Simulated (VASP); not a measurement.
Set up this calculation in VASP 6.6.1, as the native input.

- Task: single point
- Functional: PBE
- Potentials or basis: VASP PAW PBE potentials, release 64 (V_sv)
- Cutoff: 520 eV
- k mesh: 11 × 12 × 13
- Occupations: fermi-dirac, width 0.05 eV
- Spin: no spin polarisation
- Dipole correction: no
- Further INCAR settings: ALGO = Fast; EDIFF = 1e-07; NBANDS = 12

The structure of V lies in POSCAR:

```
V
1.0
   -1.3777151500      1.6411906100      1.6479345300
    1.5049757200     -1.4912590400      1.6252635300
    1.2725458600      1.3860897500     -1.4980029600
V
1
Direct
    0.0000000000      0.0000000000      0.0000000000
```

The input as run:

INCAR

```
  PREC = Accurate
  ENCUT = 520
  EDIFF = 1E-7
  ISMEAR = -1
  SIGMA = 0.05
  LREAL = F
  LASPH = T
  NELM = 60
  ALGO = Fast
  ISIF = 2
  LWAVE = F
  LCHARG = F
  GGA = PE
  NBANDS = 12
```

KPOINTS

```
regular mesh
0
Gamma
  11 12 13
```

Potentials or basis: VASP PAW PBE potentials, release 64 (V_sv).

Launch:

```sh
$ cat potpaw_PBE.64/V_sv/POTCAR > POTCAR
$ mpirun -np 1 vasp_std > vasp.out
```

Results of the run:

```
Pressure : -1.0 GPa
```

It took 77 s on 1 thread of Intel(R) Xeon(R) Platinum 8375C CPU @ 2.90GHz (Ice Lake), with other jobs on the host, peak memory 0.24 GiB.
